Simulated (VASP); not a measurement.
Here is a VASP 6.6.1 calculation.

The input INCAR:

```
ALGO = Normal
DIPOL = 0.5 0.5 0.500
EDIFF = 1E-6
ENCUT = 520
GGA = PS
IDIPOL = 3
ISIF = 2
ISMEAR = -1
LASPH = T
LCHARG = T
LDIPOL = T
LELF = T
LREAL = F
LVACPOTAV = T
LVHAR = T
LWAVE = F
NBANDS = 18
NELM = 80
PREC = Accurate
SIGMA = 0.08
```

Contents of KPOINTS:

```
k-points
0
Gamma
  8 8 1
```

Contents of POSCAR:

```
Li
1.0
    4.8503675482      0.0000000000      0.0000000000
   -2.4251837741      4.2005415145      0.0000000000
    0.0000000000      0.0000000000     24.9504000000
Li
6
Direct
    0.1666666667      0.3333333333      0.4012928846
    0.5000000000      1.0000000000      0.4446369065
    0.8333333333      0.6666666667      0.4789469193
    0.1666666667      0.3333333333      0.5210530917
    0.5000000000      1.0000000000      0.5553630948
    0.8333333333      0.6666666667      0.5987071029
```

Potentials or basis: VASP PAW PBE potentials, release 64 (Li_sv).

Command:

```console
$ cat potpaw_PBE.64/Li_sv/POTCAR > POTCAR
$ mpirun -np 1 vasp_std > vasp.out
```

(1) What does it give for the band gap on the k mesh?

(2) Estimate the largest force.

## Answers

(1) zero (bands 9 and 10 overlap by 0.47 eV).

(2) 0.006 eV/Å.

Caveat: the PAW data sets were made with another functional, which shifts forces and pressure a little.
